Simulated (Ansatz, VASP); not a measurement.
# Two plane-wave programs on ScIn3SbP

```
CELL_PARAMETERS angstrom
4.36370 0.00000 0.00000
0.00000 4.36370 0.00000
0.00000 0.00000 8.85397
ATOMIC_POSITIONS crystal
Sc 0.00000 0.00000 0.50000
In 0.00000 0.00000 0.77000
In 0.00000 0.00000 0.23000
In 0.50000 0.50000 0.50000
Sb 0.00000 0.00000 0.00000
P 0.50000 0.50000 0.00000
```

Alike in both runs: task relaxation of cell and atoms; functional PBE; k mesh 4 × 4 × 2; occupations gaussian, width 0.1 eV; no spin polarisation.

```csv
,VASP,Ansatz
version,VASP 6.6.1,Ansatz 0.2.0
potentials or method,"VASP PAW PBE potentials, release 64 (Sc_sv, In_d, Sb, P), cutoff 600 eV","scalar-relativistic, plane waves, PAW"
valence electrons in the cell,60,70
```

|  | VASP | Ansatz | Ansatz less VASP |
| --- | --- | --- | --- |
| gap on the k mesh at the Fermi level, each at its own relaxed structure (eV) | none | none | - |
| relaxed volume (Å³/atom) | 30.80 | 30.77 | -0.027 |
| relaxed length of the cell vector where the two differ most in proportion (Å) | 11.633 | 11.615 | -0.0186 |

A gap of «none» marks a metal or a gap that the smearing closes. VASP's potentials hold 60 valence electrons a cell and Ansatz's 70, so a difference there can come from the potentials and not from the codes.

Neither program's run includes spin-orbit coupling.
